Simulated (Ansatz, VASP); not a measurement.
## LiF3: VASP beside Ansatz

```
Li F
1.0
     4.89898   -2.82843    0.00000
     4.89898    2.82843    0.00000
    -3.26599    0.00000    4.61880
Li F
2 6
Cartesian
  -0.6443 -1.4142 4.5579
  0.9887 1.4142 2.2485
  4.9644 0.1133 3.3716
  -0.0654 0.1133 3.5566
  4.0825 -1.4142 1.1547
  1.5676 -0.1133 1.2472
  6.5974 -0.1133 1.0622
  2.4495 1.4142 3.4641
```

Alike in both runs: task single point; functional PBE; k mesh 4 × 4 × 4; occupations gaussian, width 0.1 eV; collinear spin.

```csv
,VASP,Ansatz
version,VASP 6.6.1,Ansatz 0.2.0
potentials or method,"VASP PAW PBE potentials, release 64 (Li_sv, F), cutoff 520 eV","scalar-relativistic, plane waves, PAW"
valence electrons in the cell,48,48
```

Ansatz gave:

```
gap on the k mesh at the Fermi level (eV)                     : none
rms of the force components (eV/Å)                            : 0.173
net moment per atom (μB)                                      : 0.50
size of the moment on the site where the two differ most (μB) : 0.62
```

**Question.** What did VASP give for the same quantities?

**Answer.** gap on the k mesh at the Fermi level (eV): none; rms of the force components (eV/Å): 0.180; net moment per atom (μB): 0.50; size of the moment on the site where the two differ most (μB): 0.60.

Site moments also hang on the region over which each program counts them. Atom by atom the forces differ by 0.007 eV/Å (rms over components). A gap of «none» marks a metal or a gap that the smearing closes. With one functional, cell and mesh, what is left measures potentials, basis and numerics.

Noted on VASP's run: the cutoff is under 1.25 times that of the potentials, so the pressure is a little rough.
